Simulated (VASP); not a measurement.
A run of VASP 6.6.1 is set up as follows.

INCAR

```
SYSTEM = NaCl
PREC     = Accurate       ! precision mode
ENCUT    = 520            ! plane-wave cutoff, eV
EDIFF    = 1E-6           ! SCF threshold, eV
ISMEAR   = 0              ! smearing method
SIGMA    = 0.02           ! smearing width, eV
LREAL    = .FALSE.        ! projectors in reciprocal space
LASPH    = .TRUE.         ! aspherical terms in the spheres
NELM     = 60             ! most SCF steps
ALGO     = Normal         ! electronic algorithm
ISIF     = 2              ! what is computed and relaxed
LWAVE    = .FALSE.        ! write WAVECAR
LCHARG   = .TRUE.         ! write CHGCAR
GGA      = PE             ! functional
LELF     = .TRUE.         ! ELF
LVHAR    = .TRUE.       
NBANDS   = 14             ! bands
```

KPOINTS

```
regular mesh
0
G
  6 6 6
  0 0 0
```

The input POSCAR:

```
NaCl
1.0
    3.4695979810      0.0000000000      0.0000000000
    0.0000000000      3.4695979810      0.0000000000
    0.0000000000      0.0000000000      3.4695979810
Na Cl
1 1
Direct
    0.0000000000      0.0000000000      0.0000000000
    0.5000000000      0.5000000000      0.5000000000
```

Potentials or basis: VASP PAW PBE potentials, release 64 (Na_pv, Cl).

Run with:

```sh
$ cat potpaw_PBE.64/Na_pv/POTCAR potpaw_PBE.64/Cl/POTCAR > POTCAR
$ mpirun -np 1 vasp_std > vasp.out
```

Estimate the pressure.

0.8 GPa.

Estimate the band gap on the k mesh.

4.07 eV, indirect (least direct gap 4.59 eV).

 A k mesh can miss the band edges.
